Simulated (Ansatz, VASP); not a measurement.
## Two plane-wave programs on PbS

The input INCAR:

```
SYSTEM = PbS
PREC = Accurate
ENCUT = 520
EDIFF = 1E-6
ISMEAR = -1
SIGMA = 0.02
LREAL = .FALSE.
LASPH = .TRUE.
NELM = 100
ALGO = Normal
ISIF = 2
LWAVE = .FALSE.
LCHARG = .FALSE.
GGA = PE
NBANDS = 17
```

The input KPOINTS:

```
Automatic mesh
0
G
  8 8 8
  0 0 0
```

File POSCAR:

```
PbS
1.0
    3.6351320144      0.0000000000      0.0000000000
    0.0000000000      3.6351320144      0.0000000000
    0.0000000000      0.0000000000      3.6351320144
Pb S
1 1
Direct
    0.0000000000      0.0000000000      0.0000000000
    0.5000000000      0.5000000000      0.5000000000
```

Input for Ansatz:

```yaml
crystal:
  lattice:
    - [3.6351320144, 0.0, 0.0]
    - [0.0, 3.6351320144, 0.0]
    - [0.0, 0.0, 3.6351320144]
  atoms:
    - { symbol: Pb, position: [0.0, 0.0, 0.0] }
    - { symbol: S, position: [0.5, 0.5, 0.5] }
kpoints:
  mp_grid: { grid: [8, 8, 8] }
  band_path:
    path:
      - [0.0, 0.0, 0.0]
      - [0.0, 0.5, 0.0]
      - [0.5, 0.5, 0.0]
      - [0.5, 0.5, 0.5]
      - [0.125, 0.125, 0.25]
    npoints: 1
hamiltonian:
  xc: pbe
scf:
  occupations: { method: fermi_dirac, width: 0.02 }
  n_extra_bands: 4
output:
  forces: true
  stress: true
  eigenvalues: true
```

Alike in both runs: task single point; functional PBE; k mesh 8 × 8 × 8; occupations fermi-dirac, width 0.02 eV; no spin polarisation.

|  | VASP | Ansatz |
| --- | --- | --- |
| version | VASP 6.6.1 | Ansatz 0.2.0 |
| potentials or method | VASP PAW PBE potentials, release 64 (Pb_d, S) | plane waves, PAW |
| plane-wave cutoff (eV) | 520 | 420 |
| valence electrons in the cell | 20 | 20 |

```csv
,VASP,Ansatz,Ansatz less VASP
pressure (GPa),0.6,0.7,+0.09
```

With one functional, cell and mesh, what is left measures potentials, basis and numerics.

Spin-orbit coupling is off throughout.
